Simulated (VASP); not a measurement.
# ZnS (Cc) in VASP: a series of runs

ZnS is run at these levels: PBE; tasks: single point.

All numbers are computed with VASP 6.6.1; they aren't measurements. Logs are shortened: lines on timing, memory, paths and dates and some standing lists are left out, and cuts for length are marked.

**1. The cell of the first run**

Symmetry: Cc, No. 9, monoclinic system. Conventional cell: a = 6.661 Å, b = 3.845 Å, c = 12.611 Å, α = 90.00°, β = 90.00°, γ = 90.00°. Within 2.9 Å of Zn (site symmetry 1) lie 4 S at 2.18 to 2.54 Å. Within 3.1 Å of Zn (site symmetry 1) lie 4 S at 2.35 to 2.37 Å. Within 3.1 Å of S (site symmetry 1) lie 4 Zn at 2.35 to 2.36 Å. Within 2.9 Å of S (site symmetry 1) lie 4 Zn at 2.18 to 2.54 Å.

**2. Single point, PBE (atoms displaced along a vibrational mode)**

The input, INCAR:

```
SYSTEM = ZnS
PREC = Accurate
ENCUT = 520
EDIFF = 1E-7
ISMEAR = 0
SIGMA = 0.05
LREAL = .False.
LASPH = .True.
NELM = 100
ALGO = Normal
ISIF = 2
LWAVE = .False.
LCHARG = .False.
GGA = PE
NBANDS = 46
```

The input, KPOINTS:

```
Automatic mesh
0
Gamma
  12 12 2
  0 0 0
```

The input, POSCAR:

```
ZnS
1.0
    3.8454929876      0.0000000000      0.0000000000
   -1.9227464938      3.3302946173      0.0000000000
    0.0000000000      0.0000000000     12.6106666232
Zn S
4 4
Direct
    0.3162545186      0.6666666667      0.0026098951
    0.3504121481      0.6666666667      0.5026098951
    0.6676675161      0.3333333333      0.2526098951
    0.6656658173      0.3333333333      0.7526098951
    0.3333333333      0.6666666667      0.1898901049
    0.3333333333      0.6666666667      0.6898901049
    0.6276599644      0.3333333333      0.4398901049
    0.7056733689      0.3333333333      0.9398901049
```

Potentials or basis: VASP PAW PBE potentials, release 64 (Zn, S).

On the command line:

```sh
$ cat potpaw_PBE.64/Zn/POTCAR potpaw_PBE.64/S/POTCAR > POTCAR
$ mpirun -np 1 vasp_std > vasp.out
```

OUTCAR:

```text
SYSTEM = ZnS
   PREC = Accurate
   ENCUT = 520
   EDIFF = 1E-7
   ISMEAR = 0
   LREAL = .False.
   LASPH = .True.
   NELM = 100
   ISIF = 2
   GGA = PE

 ion  position               nearest neighbor table
   1  0.316  0.667  0.003-   8 2.18   5 2.36   8 2.37   8 2.54
   2  0.350  0.667  0.503-   7 2.18   6 2.36   7 2.37   7 2.54
   3  0.668  0.333  0.253-   5 2.35   5 2.36   5 2.36   7 2.37
   4  0.666  0.333  0.753-   6 2.35   6 2.36   6 2.36   8 2.37
   5  0.333  0.667  0.190-   3 2.35   3 2.36   3 2.36   1 2.36
   6  0.333  0.667  0.690-   4 2.35   4 2.36   4 2.36   2 2.36
   7  0.628  0.333  0.440-   2 2.18   2 2.37   3 2.37   2 2.54
   8  0.706  0.333  0.940-   1 2.18   1 2.37   4 2.37   1 2.54

  LATTYP: Found a hexagonal cell.
 ALAT       =     3.8454929876
 C/A-ratio  =     3.2793367883

  Lattice vectors:

 A1 = (   3.8454929876,   0.0000000000,   0.0000000000)
 A2 = (  -1.9227464938,   3.3302946173,   0.0000000000)
 A3 = (   0.0000000000,   0.0000000000,  12.6106666232)

Analysis of symmetry for initial positions (statically):
=====================================================================
 Subroutine PRICEL returns:
 Original cell was already a primitive cell.

 Routine SETGRP: Setting up the symmetry group for a
 hexagonal supercell.

 Subroutine GETGRP returns: Found  2 space group operations
 (whereof  1 operations were pure point group operations)
 out of a pool of 24 trial point group operations.

The static configuration has the point symmetry C_1 .
 The point group associated with its full space group is C_1h.

Analysis of symmetry for dynamics (positions and initial velocities):
=====================================================================
 Subroutine PRICEL returns:
 Original cell was already a primitive cell.

 Routine SETGRP: Setting up the symmetry group for a
 hexagonal supercell.

 Subroutine GETGRP returns: Found  2 space group operations
 (whereof  1 operations were pure point group operations)
 out of a pool of 24 trial point group operations.

The dynamic configuration has the point symmetry C_1 .
 The point group associated with its full space group is C_1h.

 Subroutine INISYM returns: Found  2 space group operations
 (whereof  1 operations are pure point group operations),
 and found     1 'primitive' translations

----------------------------------------------------------------------------------------

                                     Primitive cell
[... 103 lines left out ...]
   EDIFF  = 0.1E-06   stopping-criterion for ELM
   LREAL  =      F    real-space projection
   EDIFFG = 0.1E-05   stopping-criterion for IOM
   NSW    =      0    number of steps for IOM
   IBRION =     -1    ionic relax: 0-MD 1-quasi-New 2-CG
   NFREE  =      0    steps in history (QN), initial steepest desc. (CG)
   ISIF   =      2    stress and relaxation
   ISYM   =      2    0-nonsym 1-usesym 2-fastsym
   POTIM  = 0.5000    time-step for ionic-motion
   TEBEG  =    0.0;   TEEND  =   0.0 temperature during run
   PSTRESS=    0.0 pullay stress
   NELECT =      72.0000    total number of electrons
   NUPDOWN=      -1.0000    fix difference up-down
   EMIN   =  10.00;   EMAX   =-10.00  energy-range for DOS
   EFERMI =   0.00;   METHOD = LEGACY
   ISMEAR =     0;   SIGMA  =   0.05  broadening in eV -4-tet -1-fermi 0-gaus
   EFERMI_NEDOS =   21; number of points for ismear=-14 and -15
   IALGO  =     38    algorithm
   IMIX   =      4    mixing-type and parameters
     AMIX     =   0.40;   BMIX     =  1.00
     AMIX_MAG =   1.60;   BMIX_MAG =  1.00
  volume/ion in A,a.u.               =      20.19       136.23
  Fermi-wavevector in a.u.,A,eV,Ry     =   1.250628  2.363344 21.280464  1.564070
  Thomas-Fermi vector in A             =   2.384613
   LORBIT       =      0    0 simple, 1 ext, 2 COOP (PROOUT), +10 PAW based schemes
   GGA     = PE    functional components
   LHFCALC =     F    Hartree Fock is set to
   AEXX    =    0.0000 exact exchange contribution
   IVDW    =     0    specifies the selected vdW correction
   LEPSILON=     F    determine dielectric tensor
   LRPA    =     F    only Hartree local field effects (RPA)
 non-spin polarized calculation
 Gauss-broadening in eV      SIGMA  =   0.05
  energy-cutoff  :      520.00
  volume of cell :      161.50
 maximum number of plane-waves:      4395
 NGX is ok and might be reduce to    30
   NGX = 15   NGY = 15   NGZ = 47

 number of electron      72.0000023 magnetization

 Free energy of the ion-electron system (eV)
  ---------------------------------------------------
  ext. energy  EPLUGINS =         0.00000000
  ---------------------------------------------------
  free energy    TOTEN  =       -27.11823948 eV

  energy without entropy =      -27.11823948  energy(sigma->0) =      -27.11823948

 E-fermi :   2.1655     XC(G=0):  -9.5145

 val. band max:        1.9335085145   @ k =   0.0000   0.0000   0.0000
 cond. band min:       3.9973380517   @ k =   0.0000   0.0000   0.0000
 fundamental gap:      2.0638295371
 Fermi energy:         2.1654703001

 k-point     1 :       0.0000    0.0000    0.0000
  band No.  band energies     occupation
      1     -11.1192      2.00000
      2     -10.7298      2.00000
      3     -10.6945      2.00000
      4     -10.2316      2.00000
      5      -4.4974      2.00000
      6      -4.4928      2.00000
[... 1165 lines left out ...]
     45       8.8591      0.00000
     46       9.9509      0.00000

 [... further k-points ...]
[... 5 lines left out ...]
  --------------------------------------------------------------------------------------
  -------------------------------------------------------------------------------------
  Total        1.6566763      0.7079527      0.4329518      0.0000000      0.6418764      0.0000000
  in kB       16.4352200      7.0233142      4.2951409      0.0000000      6.3677974      0.0000000
  external PRESSURE =       9.2512250 kB  Pullay stress =       0.0000000 kB

 VOLUME and BASIS-vectors are now :
 -----------------------------------------------------------------------------
  energy-cutoff  :      520.00
  volume of cell :      161.50
      direct lattice vectors                 reciprocal lattice vectors
     3.845492988  0.000000000  0.000000000     0.260044682  0.150136867  0.000000000
    -1.922746494  3.330294617  0.000000000     0.000000000  0.300273734  0.000000000
     0.000000000  0.000000000 12.610666623     0.000000000  0.000000000  0.079297949

 POSITION                                       TOTAL-FORCE (eV/Angst)
 -----------------------------------------------------------------------------------
     -0.06568      2.22020      0.03291         1.198849      0.418977      0.266338
      0.06568      2.22020      6.33825        -1.198849      0.418977      0.266338
      1.92660      1.11010      3.18558        -0.063553      0.003912      0.019627
      1.91890      1.11010      9.49091         0.063553      0.003912      0.019627
     -0.00000      2.22020      2.39464         0.000673      0.013818     -0.002374
     -0.00000      2.22020      8.69997        -0.000673      0.013818     -0.002374
      1.77275      1.11010      5.54731         1.330417     -0.436707     -0.283590
      2.07275      1.11010     11.85264        -1.330417     -0.436707     -0.283590
 -----------------------------------------------------------------------------------
    total drift:                               -0.000003     -0.000055     -0.000438

  FREE ENERGIE OF THE ION-ELECTRON SYSTEM (eV)
  ---------------------------------------------------
  free  energy   TOTEN  =       -27.1182394790 eV

  energy  without entropy=      -27.1182394790  energy(sigma->0) =      -27.11823948
```

stdout:

```text
POSCAR found type information on POSCAR ZnS
 POSCAR found :  2 types and       8 ions
 scaLAPACK will be used
 LDA part: xc-table for (Slater+PW92), standard interpolation
 POSCAR, INCAR and KPOINTS ok, starting setup
 FFT: planning ... GRIDC
 FFT: planning ... GRID_SOFT
 FFT: planning ... GRID
 WAVECAR not read
 entering main loop
```

It took 9.2 min on 1 thread of Intel Xeon Platinum 8488C (Sapphire Rapids), shared host; peak memory 0.59 GiB.

What came out:

```
Free energy            : -27.1182 eV
Pressure               : 0.9 GPa
Largest force          : 1.429 eV/Å
Band gap on the k mesh : 2.06 eV
```

Forces in eV/Å, atoms in the order of the input:
```
Zn   1.199  0.419  0.266
Zn  -1.199  0.419  0.266
Zn  -0.064  0.004  0.020
Zn   0.064  0.004  0.020
S    0.001  0.014 -0.002
S   -0.001  0.014 -0.002
S    1.330 -0.437 -0.284
S   -1.330 -0.437 -0.284
```

Caveat: the cell differs from its parent crystal (atoms displaced along a vibrational mode); forces of over 1 eV/Å act on the atoms, so gaps and moduli don't describe the material at rest. A k mesh can miss the band edges.

**3. Single point, PBE (atoms displaced along a vibrational mode)**

The input, INCAR:

```
SYSTEM = ZnS
PREC     = Accurate       ! precision mode
ENCUT    = 520            ! plane-wave cutoff, eV
EDIFF    = 1E-6           ! SCF threshold, eV
ISMEAR   = 0              ! smearing method
SIGMA    = 0.05           ! smearing width, eV
LREAL    = .False.        ! projectors in reciprocal space
LASPH    = .True.         ! aspherical terms in the spheres
NELM     = 100            ! most SCF steps
ALGO     = Normal         ! electronic algorithm
ISIF     = 2              ! what is computed and relaxed
LWAVE    = .False.        ! write WAVECAR
LCHARG   = .True.         ! write CHGCAR
GGA      = PE             ! functional
LELF     = .True.         ! ELF
LVHAR    = .True.       
NBANDS   = 46             ! bands
```

The input, KPOINTS:

```
regular mesh
0
Gamma
  12 12 2
  0 0 0
```

The input, POSCAR:

```
ZnS
1.0
    3.8454929876      0.0000000000      0.0000000000
   -1.9227464938      3.3302946173      0.0000000000
    0.0000000000      0.0000000000     12.6106666232
Zn S
4 4
Direct
    0.3447192098      0.6666666667      0.0026098951
    0.3219474568      0.6666666667      0.5026098951
    0.6659994337      0.3333333333      0.2526098951
    0.6673338996      0.3333333333      0.7526098951
    0.3333333333      0.6666666667      0.1898901049
    0.3333333333      0.6666666667      0.6898901049
    0.6926711348      0.3333333333      0.4398901049
    0.6406621985      0.3333333333      0.9398901049
```

Potentials or basis: VASP PAW PBE potentials, release 64 (Zn, S).

On the command line:

```sh
$ cat potpaw_PBE.64/Zn/POTCAR potpaw_PBE.64/S/POTCAR > POTCAR
$ mpirun -np 1 vasp_std > vasp.out
```

Wall time 14 min (1 thread of Intel Xeon 8259CL, shared host); peak memory 0.6 GiB.

Results (log left out):

| Property | Result |
| --- | --- |
| Free energy | -27.2701 eV |
| Pressure | 0.5 GPa |
| Largest force | 0.886 eV/Å |
| Band gap on the k mesh | 2.07 eV |

Forces on the atoms (eV/Å):
```
Zn  -0.767  0.183  0.116
Zn   0.767  0.183  0.116
Zn   0.043  0.002  0.009
Zn  -0.043  0.002  0.009
S    0.000  0.006 -0.002
S    0.000  0.006 -0.002
S   -0.856 -0.191 -0.124
S    0.856 -0.191 -0.124
```

Stress tensor (GPa, compression positive):
```
0.82 0.00 0.00
0.00 0.38 0.28
0.00 0.28 0.27
```

Levels at points of the mesh, in eV from the valence-band top:
```csv
k point,band 33,band 34,band 35,band 36,band 37,band 38,band 39,band 40
"(0.00, 0.00, 0.00)",-0.43,-0.07,0.00,0.00,2.07,3.05,3.46,3.48
"(0.50, 0.00, 0.00)",-1.56,-1.55,-1.48,-0.85,3.49,3.52,3.69,4.18
"(0.00, 0.50, 0.00)",-1.58,-1.55,-1.42,-0.83,3.52,3.53,3.66,4.15
"(0.00, 0.00, 0.50)",-0.20,-0.20,-0.08,-0.08,2.97,2.97,3.20,3.20
"(0.50, 0.00, 0.50)",-1.45,-1.27,-1.08,-1.05,3.37,3.51,3.72,3.87
"(0.00, 0.50, 0.50)",-1.37,-1.37,-1.03,-1.03,3.44,3.44,3.78,3.78
```

Caveat: the cell differs from its parent crystal (atoms displaced along a vibrational mode).
